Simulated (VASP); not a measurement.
# ScHO2 (P6_3mc) in VASP: further runs

The runs below take ScHO2 through single point, relaxation of cell and atoms, with PBEsol.

All numbers are computed with VASP 6.6.1; they aren't measurements. Logs are shortened: lines on timing, memory, paths and dates and some standing lists are left out, and cuts for length are marked.

### Step 1. The cell of the first run

Symmetry: P6_3mc, No. 186, hexagonal system. Conventional cell: a = 3.199 Å, b = 3.199 Å, c = 9.265 Å, α = 90.00°, β = 90.00°, γ = 120.00°. Sc (site symmetry 3m) has 6 O at 2.06 to 2.17 Å within 2.7 Å. Within 1.4 Å of H (site symmetry 3m) lie 1 O at 1.03 Å. O (site symmetry 3m) has 1 H at 1.55 Å and 3 Sc at 2.06 Å within 2.1 Å. O (site symmetry 3m) has 1 H at 1.03 Å within 1.4 Å.

### Step 2. Single point, PBEsol (mode 1 (-750.6 1/cm) frozen in at 0.15 Å, then relaxed in part)

INCAR

```
SYSTEM = ScHO2
PREC = Accurate ; ENCUT = 520
EDIFF = 1E-6 ; ISMEAR = 0
SIGMA = 0.05 ; LREAL = .False.
LASPH = .True. ; NELM = 100
ALGO = Normal ; ISIF = 2
LWAVE = .False. ; LCHARG = .False.
GGA = PS ; NBANDS = 34
```

KPOINTS

```
Automatic mesh
0
Gamma
  12 12 4
  0 0 0
```

POSCAR

```
ScHO2
1.0
    3.1990857284      0.0000000000      0.0000000000
   -1.5995428642      2.7704895097      0.0000000000
    0.0000000000      0.0000000000      9.2649554038
Sc H O
2 2 4
Direct
    0.0000000000      0.0000000000      0.5056721708
    0.0000000000      0.0000000000      0.0056721708
    0.6666666667      0.3333333333      0.7715732400
    0.3333333333      0.6666666667      0.2715732400
    0.6666666667      0.3333333333      0.6038768349
    0.6666666667      0.3333333333      0.8825414714
    0.3333333333      0.6666666667      0.1038768349
    0.3333333333      0.6666666667      0.3825414714
```

Potentials or basis: VASP PAW PBE potentials, release 64 (Sc_sv, H, O).

Command:

```
$ cat potpaw_PBE.64/Sc_sv/POTCAR potpaw_PBE.64/H/POTCAR potpaw_PBE.64/O/POTCAR > POTCAR
$ mpirun -np 1 vasp_std > vasp.out
```

OUTCAR:

```text
SYSTEM = ScHO2
   PREC = Accurate
   ENCUT = 520
   EDIFF = 1E-6
   ISMEAR = 0
   LREAL = .False.
   LASPH = .True.
   NELM = 100
   ISIF = 2
   GGA = PS

 ion  position               nearest neighbor table
   1  0.000  0.000  0.506-   5 2.06   5 2.06   5 2.06   8 2.17   8 2.17   8 2.17
   2  0.000  0.000  0.006-   7 2.06   7 2.06   7 2.06   6 2.17   6 2.17   6 2.17
   3  0.667  0.333  0.772-   6 1.03
   4  0.333  0.667  0.272-   8 1.03
   5  0.667  0.333  0.604-   1 2.06   1 2.06   1 2.06
   6  0.667  0.333  0.883-   3 1.03   2 2.17   2 2.17   2 2.17
   7  0.333  0.667  0.104-   2 2.06   2 2.06   2 2.06
   8  0.333  0.667  0.383-   4 1.03   1 2.17   1 2.17   1 2.17

  LATTYP: Found a hexagonal cell.
 ALAT       =     3.1990857284
 C/A-ratio  =     2.8961260155

  Lattice vectors:

 A1 = (   3.1990857284,   0.0000000000,   0.0000000000)
 A2 = (  -1.5995428642,   2.7704895097,   0.0000000000)
 A3 = (   0.0000000000,   0.0000000000,   9.2649554038)

Analysis of symmetry for initial positions (statically):
=====================================================================
 Subroutine PRICEL returns:
 Original cell was already a primitive cell.

 Routine SETGRP: Setting up the symmetry group for a
 hexagonal supercell.

 Subroutine GETGRP returns: Found 12 space group operations
 (whereof  6 operations were pure point group operations)
 out of a pool of 24 trial point group operations.

The static configuration has the point symmetry C_3v.
 The point group associated with its full space group is C_6v.

Analysis of symmetry for dynamics (positions and initial velocities):
=====================================================================
 Subroutine PRICEL returns:
 Original cell was already a primitive cell.

 Routine SETGRP: Setting up the symmetry group for a
 hexagonal supercell.

 Subroutine GETGRP returns: Found 12 space group operations
 (whereof  6 operations were pure point group operations)
 out of a pool of 24 trial point group operations.

The dynamic configuration has the point symmetry C_3v.
 The point group associated with its full space group is C_6v.

 Subroutine INISYM returns: Found 12 space group operations
 (whereof  6 operations are pure point group operations),
 and found     1 'primitive' translations

----------------------------------------------------------------------------------------

                                     Primitive cell

  volume of cell :      82.1156

  direct lattice vectors                    reciprocal lattice vectors
     3.199085728  0.000000000  0.000000000     0.312589310  0.180473522  0.000000000
    -1.599542864  2.770489510  0.000000000     0.000000000  0.360947044  0.000000000
     0.000000000  0.000000000  9.264955404     0.000000000  0.000000000  0.107933601

  length of vectors
     3.199085728  3.199085728  9.264955404     0.360947044  0.360947044  0.107933601

  position of ions in fractional coordinates (direct lattice)
     0.000000000  0.000000000  0.505672171
     0.000000000  0.000000000  0.005672171
     0.666666667  0.333333333  0.771573240
     0.333333333  0.666666667  0.271573240
     0.666666667  0.333333333  0.603876835
     0.666666667  0.333333333  0.882541471
     0.333333333  0.666666667  0.103876835
     0.333333333  0.666666667  0.382541471

  ion indices of the primitive-cell ions
   primitive index   ion index
                 1           1
                 2           2
                 3           3
                 4           4
                 5           5
                 6           6
                 7           7
                 8           8

----------------------------------------------------------------------------------------

 KPOINTS: Automatic mesh

Automatic generation of k-mesh.
 Grid dimensions read from file:
 generate k-points for:   12   12    4

 Generating k-lattice:

  Cartesian coordinates                     Fractional coordinates (reciprocal lattice)
     0.026049109  0.015039460  0.000000000     0.083333333 -0.000000000  0.000000000
     0.000000000  0.030078920  0.000000000     0.000000000  0.083333333  0.000000000
     0.000000000  0.000000000  0.026983400     0.000000000  0.000000000  0.250000000

  Length of vectors
     0.030078920  0.030078920  0.026983400

  Shift w.r.t. Gamma in fractional coordinates (k-lattice)
     0.000000000  0.000000000  0.000000000

 Subroutine IBZKPT returns following result:
 ===========================================

 Found     57 irreducible k-points:

 Following reciprocal coordinates:
            Coordinates               Weight
  0.000000  0.000000  0.000000      1.000000
  0.083333  0.000000  0.000000      6.000000
  0.166667  0.000000  0.000000      6.000000
  0.250000 -0.000000  0.000000      6.000000
  0.333333  0.000000  0.000000      6.000000
  0.416667 -0.000000  0.000000      6.000000
[... 16 lines left out ...]
  0.250000 -0.000000  0.250000     12.000000
  0.333333  0.000000  0.250000     12.000000
 [... further k-points ...]
   k-points           NKPTS =     57   k-points in BZ     NKDIM =     57   number of bands    NBANDS=     34
   number of dos      NEDOS =    301   number of ions     NIONS =      8
   total plane-waves  NPLWV =  40320
   dimension x,y,z NGX =    24 NGY =   24 NGZ =   70
   dimension x,y,z NGXF=    48 NGYF=   48 NGZF=  140
   ions per type =               2   2   4
   NGX,Y,Z   is equivalent  to a cutoff of  12.47, 12.47, 12.56 a.u.
   NGXF,Y,Z  is equivalent  to a cutoff of  24.94, 24.94, 25.12 a.u.
 SYSTEM =  ScHO2
   PREC   = accura    normal or accurate (medium, high low for compatibility)
   ISTART =      0    job   : 0-new  1-cont  2-samecut
   ICHARG =      2    charge: 1-file 2-atom 10-const
   ISPIN  =      1    spin polarized calculation?
   LNONCOLLINEAR =      F non collinear calculations
   LSORBIT =      F    spin-orbit coupling
   LASPH  =      T    aspherical Exc in radial PAW
   ENCUT  =  520.0 eV  38.22 Ry    6.18 a.u.   5.95  5.95 17.23*2*pi/ulx,y,z
   NELM   =    100;   NELMIN=  2; NELMDL= -5     # of ELM steps
   EDIFF  = 0.1E-05   stopping-criterion for ELM
   LREAL  =      F    real-space projection
   EDIFFG = 0.1E-04   stopping-criterion for IOM
   NSW    =      0    number of steps for IOM
   IBRION =     -1    ionic relax: 0-MD 1-quasi-New 2-CG
   NFREE  =      0    steps in history (QN), initial steepest desc. (CG)
   ISIF   =      2    stress and relaxation
   ISYM   =      2    0-nonsym 1-usesym 2-fastsym
   POTIM  = 0.5000    time-step for ionic-motion
   TEBEG  =    0.0;   TEEND  =   0.0 temperature during run
   PSTRESS=    0.0 pullay stress
   NELECT =      48.0000    total number of electrons
   NUPDOWN=      -1.0000    fix difference up-down
   EMIN   =  10.00;   EMAX   =-10.00  energy-range for DOS
   EFERMI =   0.00;   METHOD = LEGACY
   ISMEAR =     0;   SIGMA  =   0.05  broadening in eV -4-tet -1-fermi 0-gaus
   EFERMI_NEDOS =   21; number of points for ismear=-14 and -15
   IALGO  =     38    algorithm
   IMIX   =      4    mixing-type and parameters
     AMIX     =   0.40;   BMIX     =  1.00
     AMIX_MAG =   1.60;   BMIX_MAG =  1.00
  volume/ion in A,a.u.               =      10.26        69.27
  Fermi-wavevector in a.u.,A,eV,Ry     =   1.368821  2.586697 25.492842  1.873671
  Thomas-Fermi vector in A             =   2.494751
   LORBIT       =      0    0 simple, 1 ext, 2 COOP (PROOUT), +10 PAW based schemes
   GGA     = PS    functional components
   LHFCALC =     F    Hartree Fock is set to
   AEXX    =    0.0000 exact exchange contribution
   IVDW    =     0    specifies the selected vdW correction
   LEPSILON=     F    determine dielectric tensor
   LRPA    =     F    only Hartree local field effects (RPA)
 non-spin polarized calculation
 Gauss-broadening in eV      SIGMA  =   0.05
  energy-cutoff  :      520.00
  volume of cell :       82.12
 maximum number of plane-waves:      2244
 NGX is ok and might be reduce to    24
   NGX = 11   NGY = 11   NGZ = 35

 number of electron      48.0000004 magnetization

 Free energy of the ion-electron system (eV)
  ---------------------------------------------------
  ext. energy  EPLUGINS =         0.00000000
  ---------------------------------------------------
  free energy    TOTEN  =       -61.83354397 eV

  energy without entropy =      -61.83354397  energy(sigma->0) =      -61.83354397

 E-fermi :   1.2827     XC(G=0): -10.3411

 val. band max:        0.9488170189   @ k =   0.0000   0.0000   0.0000
 cond. band min:       5.2866045177   @ k =   0.5000  -0.0000   0.0000
 fundamental gap:      4.3377874989
 Fermi energy:         1.2826925216

 k-point     1 :       0.0000    0.0000    0.0000
  band No.  band energies     occupation
      1     -45.7236      2.00000
      2     -45.7234      2.00000
      3     -24.6391      2.00000
      4     -24.6225      2.00000
      5     -24.2462      2.00000
      6     -24.2462      2.00000
[... 26 lines left out ...]
     33       9.2280      0.00000
     34       9.4027      0.00000

 k-point     2 :       0.0833    0.0000    0.0000
  band No.  band energies     occupation
      1     -45.7190      2.00000
      2     -45.7188      2.00000
      3     -24.6271      2.00000
      4     -24.6113      2.00000
      5     -24.2955      2.00000
      6     -24.2945      2.00000
[... 26 lines left out ...]
     33       9.2149      0.00000
     34       9.3668      0.00000

 k-point     3 :       0.1667    0.0000    0.0000
  band No.  band energies     occupation
      1     -45.7064      2.00000
      2     -45.7062      2.00000
      3     -24.5955      2.00000
      4     -24.5817      2.00000
      5     -24.4250      2.00000
      6     -24.4225      2.00000
[... 26 lines left out ...]
     33       9.1197      0.00000
     34       9.2231      0.00000

 k-point     4 :       0.2500   -0.0000    0.0000
  band No.  band energies     occupation
      1     -45.6891      2.00000
      2     -45.6889      2.00000
      3     -24.6153      2.00000
      4     -24.6094      2.00000
      5     -24.5303      2.00000
      6     -24.5217      2.00000
[... 26 lines left out ...]
     33       8.9749      0.00000
     34       9.2721      0.00000

 k-point     5 :       0.3333    0.0000    0.0000
  band No.  band energies     occupation
      1     -45.6717      2.00000
      2     -45.6715      2.00000
      3     -24.7718      2.00000
      4     -24.7651      2.00000
      5     -24.4913      2.00000
      6     -24.4838      2.00000
[... 621 lines left out ...]
 k-point    22 :       0.1667    0.0000    0.2500
  band No.  band energies     occupation
      1     -45.7063      2.00000
      2     -45.7062      2.00000
      3     -24.5935      2.00000
      4     -24.5838      2.00000
      5     -24.4246      2.00000
      6     -24.4228      2.00000
[... 26 lines left out ...]
     33       9.1849      0.00000
     34       9.2344      0.00000

 k-point    23 :       0.2500   -0.0000    0.2500
  band No.  band energies     occupation
      1     -45.6890      2.00000
      2     -45.6889      2.00000
      3     -24.6145      2.00000
      4     -24.6103      2.00000
      5     -24.5290      2.00000
      6     -24.5230      2.00000
[... 26 lines left out ...]
     33       9.2101      0.00000
     34       9.4184      0.00000

 k-point    24 :       0.3333    0.0000    0.2500
  band No.  band energies     occupation
      1     -45.6717      2.00000
      2     -45.6716      2.00000
      3     -24.7708      2.00000
      4     -24.7661      2.00000
      5     -24.4902      2.00000
      6     -24.4849      2.00000
[... 26 lines left out ...]
     33       9.2256      0.00000
     34       9.3365      0.00000

 [... further k-points ...]

------------------------ aborting loop because EDIFF is reached ----------------------------------------

  FORCE on cell =-STRESS in cart. coord.  units (eV):
  Direction    XX          YY          ZZ          XY          YZ          ZX
  --------------------------------------------------------------------------------------
  -------------------------------------------------------------------------------------
  Total        0.4427874      0.4427874      0.3619465      0.0000000      0.0000000      0.0000000
  in kB        8.6393301      8.6393301      7.0620241      0.0000000      0.0000000      0.0000000
  external PRESSURE =       8.1135615 kB  Pullay stress =       0.0000000 kB

 VOLUME and BASIS-vectors are now :
 -----------------------------------------------------------------------------
  energy-cutoff  :      520.00
  volume of cell :       82.12
      direct lattice vectors                 reciprocal lattice vectors
     3.199085728  0.000000000  0.000000000     0.312589310  0.180473522  0.000000000
    -1.599542864  2.770489510  0.000000000     0.000000000  0.360947044  0.000000000
     0.000000000  0.000000000  9.264955404     0.000000000  0.000000000  0.107933601

 POSITION                                       TOTAL-FORCE (eV/Angst)
 -----------------------------------------------------------------------------------
      0.00000      0.00000      4.68503         0.000000     -0.000000     -0.017668
      0.00000      0.00000      0.05255         0.000000      0.000000     -0.017668
      1.59954      0.92350      7.14859         0.000000      0.000000     -0.086495
     -0.00000      1.84699      2.51611         0.000000      0.000000     -0.086495
      1.59954      0.92350      5.59489         0.000000      0.000000      0.100860
      1.59954      0.92350      8.17671         0.000000      0.000000      0.003302
     -0.00000      1.84699      0.96241        -0.000000      0.000000      0.100860
     -0.00000      1.84699      3.54423        -0.000000      0.000000      0.003302
 -----------------------------------------------------------------------------------
    total drift:                               -0.000000     -0.000000      0.000226

  FREE ENERGIE OF THE ION-ELECTRON SYSTEM (eV)
  ---------------------------------------------------
  free  energy   TOTEN  =       -61.8335439745 eV

  energy  without entropy=      -61.8335439745  energy(sigma->0) =      -61.83354397
```

Run time: 78 s. Hardware: 1 thread of Intel Xeon 6975P-C (Granite Rapids), shared host; peak memory 0.27 GiB.

What came out:

* Free energy: -61.8335 eV
* Pressure: 0.8 GPa
* Largest force: 0.101 eV/Å
* Band gap on the k mesh: 4.34 eV, indirect (least direct gap 4.70 eV)

Forces in eV/Å, atoms in the order of the input:
```
Sc   0.000  0.000 -0.018
Sc   0.000  0.000 -0.018
H    0.000  0.000 -0.086
H    0.000  0.000 -0.086
O    0.000  0.000  0.101
O    0.000  0.000  0.003
O    0.000  0.000  0.101
O    0.000  0.000  0.003
```

Caveat: the cell differs from its parent crystal (mode 1 (-750.6 1/cm) frozen in at 0.15 Å, then relaxed in part); the PAW data sets were made with another functional, which shifts forces and pressure a little. A k mesh can miss the band edges.

[end of part 1 of 2]
